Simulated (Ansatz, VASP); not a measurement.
One calculation of GaSe5, two programs

INCAR

```
SYSTEM = GaSe5
PREC = Accurate
ENCUT = 600
EDIFF = 1E-7
ISMEAR = 0
SIGMA = 0.1
LREAL = .FALSE.
LASPH = .TRUE.
NELM = 60
ALGO = Normal
ISIF = 3
LWAVE = .FALSE.
LCHARG = .FALSE.
GGA = PE
IBRION = 2
NSW = 90
EDIFFG = -0.04
```

KPOINTS

```
regular mesh
0
G
  3 3 6
  0 0 0
```

File POSCAR:

```
GaSe5
1.0
    6.5005897584      0.0000000000      0.0000000000
   -3.2502948792      5.6296758703      0.0000000000
    0.0000000000      0.0000000000      3.6394522207
Ga Se
1 5
Direct
    0.0000000000      0.0000000000      0.5000000000
    0.6885751138      0.0000000000      0.0000000000
    0.0000000000      0.6885751138      0.0000000000
    0.3114248862      0.3114248862      0.0000000000
    0.3333333333      0.6666666667      0.5000000000
    0.6666666667      0.3333333333      0.5000000000
```

Input for Ansatz:

```yaml
crystal:
  lattice:
    - [6.5005897584, 0.0, 0.0]
    - [-3.2502948792, 5.6296758703, 0.0]
    - [0.0, 0.0, 3.6394522207]
  atoms:
    - { symbol: Ga, position: [0.0, 0.0, 0.5] }
    - { symbol: Se, position: [0.6885751138, 0.0, 0.0] }
    - { symbol: Se, position: [0.0, 0.6885751138, 0.0] }
    - { symbol: Se, position: [0.3114248862, 0.3114248862, 0.0] }
    - { symbol: Se, position: [0.3333333333, 0.6666666667, 0.5] }
    - { symbol: Se, position: [0.6666666667, 0.3333333333, 0.5] }
basis:
  ecutwfc: 420
kpoints:
  mp_grid: { grid: [3, 3, 6] }
hamiltonian:
  xc: pbe
scf:
  occupations: { method: gaussian, width: 0.1 }
  lower_state_search: "off"
output:
  forces: true
  stress: true
  eigenvalues: true
relax:
  adjacent_minimum: "off"
  f_tol: 0.04
  max_steps: 70
  cell: { stress_tol: 0.4 }
```

Change from the starting cell: species swapped into the Hf5Sc type (P-62m, No. 189).

Alike in both runs: task relaxation of cell and atoms; functional PBE; k mesh 3 × 3 × 6; occupations gaussian, width 0.1 eV; no spin polarisation.

```csv
,VASP,Ansatz
version,VASP 6.6.1,Ansatz 0.2.0
potentials or method,"VASP PAW PBE potentials, release 64 (Ga_d, Se), cutoff 600 eV","scalar-relativistic, plane waves, PAW"
valence electrons in the cell,43,93
```

|  | VASP | Ansatz | Ansatz less VASP |
| --- | --- | --- | --- |
| gap on the k mesh at the Fermi level, each at its own relaxed structure (eV) | none | none | - |
| relaxed volume (Å³/atom) | 22.15 | 22.20 | +0.045 |
| relaxed length of the cell vector where the two differ most in proportion (Å) | 3.704 | 3.694 | -0.0102 |

A gap of «none» marks a metal or a gap that the smearing closes. VASP's potentials hold 43 valence electrons a cell and Ansatz's 93, so a difference there can come from the potentials and not from the codes.

The k mesh is coarse, so the values compare programs but aren't converged.
